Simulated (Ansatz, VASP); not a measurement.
# One calculation of Mo, two programs

Contents of INCAR:

```
ALGO = Normal
EDIFF = 1E-6
ENCUT = 520
GGA = PE
ISIF = 2
ISMEAR = 0
LASPH = True
LCHARG = True
LELF = True
LREAL = False
LVHAR = True
LWAVE = False
NBANDS = 13
NELM = 60
PREC = Accurate
SIGMA = 0.15
```

Contents of KPOINTS:

```
k-points
0
Gamma
  20 20 20
```

Contents of POSCAR:

```
Mo
1.0
    0.0000000000      2.0150000000      1.9545500000
    2.0150000000      0.0000000000      1.9545500000
    2.0150000000      2.0150000000      0.0000000000
Mo
1
Direct
    0.0000000000      0.0000000000      0.0000000000
```

Input for Ansatz:

```yaml
crystal:
  lattice:
    - [0.0, 2.015, 1.95455]
    - [2.015, 0.0, 1.95455]
    - [2.015, 2.015, 0.0]
  atoms:
    - { symbol: Mo, position: [0.0, 0.0, 0.0] }
basis:
  ecutwfc: 420
kpoints:
  mp_grid: { grid: [20, 20, 20] }
hamiltonian:
  xc: pbe
scf:
  occupations: { method: gaussian, width: 0.15 }
output:
  forces: true
  stress: true
  eigenvalues: true
```

Change from the starting cell: strain -0.0300 x Voigt [0, 0, 1, 0, 0, 0], atoms carried along.

Alike in both runs: task single point; functional PBE; k mesh 20 × 20 × 20; occupations gaussian, width 0.15 eV; no spin polarisation.

|  | VASP | Ansatz |
| --- | --- | --- |
| version | VASP 6.6.1 | Ansatz 0.2.0 |
| potentials or method | VASP PAW PBE potentials, release 64 (Mo_sv), cutoff 520 eV | scalar-relativistic, plane waves, PAW |
| valence electrons in the cell | 14 | 14 |

Ansatz gave:

* gap on the k mesh at the Fermi level (eV): none
* pressure (GPa): 2.5
* traceless stress, the component that is largest in VASP (GPa): -4.44

Estimate VASP's values.

gap on the k mesh at the Fermi level (eV): none; pressure (GPa): 3.0; traceless stress, the component that is largest in VASP (GPa): -4.43.

A gap of «none» marks a metal or a gap that the smearing closes.
